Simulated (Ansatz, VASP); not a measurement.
## Si2W: VASP beside Ansatz

```
Si W
1.0
    -1.60690    1.60690    4.03240
     1.60690   -1.60690    4.03240
     1.60690    1.60690   -4.03240
Si W
2 1
Cartesian
  0.0000 0.0000 2.7010
  0.0000 0.0000 5.3637
  0.0000 0.0000 0.0000
```

Change from the starting cell: z stretched by +3 %, ions relaxed.

Alike in both runs: functional PBE; k mesh 20 × 20 × 20; occupations fermi-dirac, width 0.05 eV; no spin polarisation.

Ansatz relaxed the structure, and its values are those at the end. VASP's run is a single point on that final structure, the one shown.

|  | VASP | Ansatz |
| --- | --- | --- |
| version | VASP 6.6.1 | Ansatz 0.2.0 |
| potentials or method | VASP PAW PBE potentials, release 64 (Si, W_sv) | plane-wave PAW, scalar-relativistic |
| plane-wave cutoff (eV) | 520 | 420 |
| valence electrons in the cell | 22 | 22 |

|  | VASP | Ansatz | Ansatz less VASP |
| --- | --- | --- | --- |
| pressure (GPa) | -3.5 | -3.5 | -0.04 |
| rms of the force components (eV/Å) | 0.003 | 0.005 | +0.0019 |

Ansatz's warnings: stress scf threshold loose.

Spin-orbit coupling is off throughout.
